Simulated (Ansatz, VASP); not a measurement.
Ru: VASP beside Ansatz

```
Ru
1.0
     2.74141    0.00000    0.00000
    -1.37070    2.37413    0.00000
     0.00000    0.00000    4.33825
Ru
2
Direct
  0.66667 0.33333 0.75000
  0.33333 0.66667 0.25000
```

Alike in both runs: task single point; functional PBE-based screened hybrid with a share of 0.25 of exact exchange and HFSCREEN = 0.3; k mesh 6 × 6 × 3; occupations fermi-dirac, width 0.05 eV; no spin polarisation.

|  | VASP | Ansatz |
| --- | --- | --- |
| version | VASP 6.6.1 | Ansatz 0.2.0 |
| potentials or method | VASP PAW PBE potentials, release 64 (Ru_pv) | Ansatz PAW |
| plane-wave cutoff (eV) | 520 | 420 |
| valence electrons in the cell | 28 | 32 |

```csv
,VASP,Ansatz,Ansatz less VASP
gap on the k mesh at the Fermi level (eV),none,none,-
pressure (GPa),-18.7,-19.2,-0.49
"traceless stress, the component that is largest in VASP (GPa)",-4.50,-4.63,-0.134
```

VASP's potentials were made for PBE, not for PBE-based screened hybrid. A gap of «none» marks a metal or a gap that the smearing closes. VASP's potentials hold 28 valence electrons a cell and Ansatz's 32, so a difference there can come from the potentials and not from the codes.

The k mesh is coarse, so the values compare programs but aren't converged.
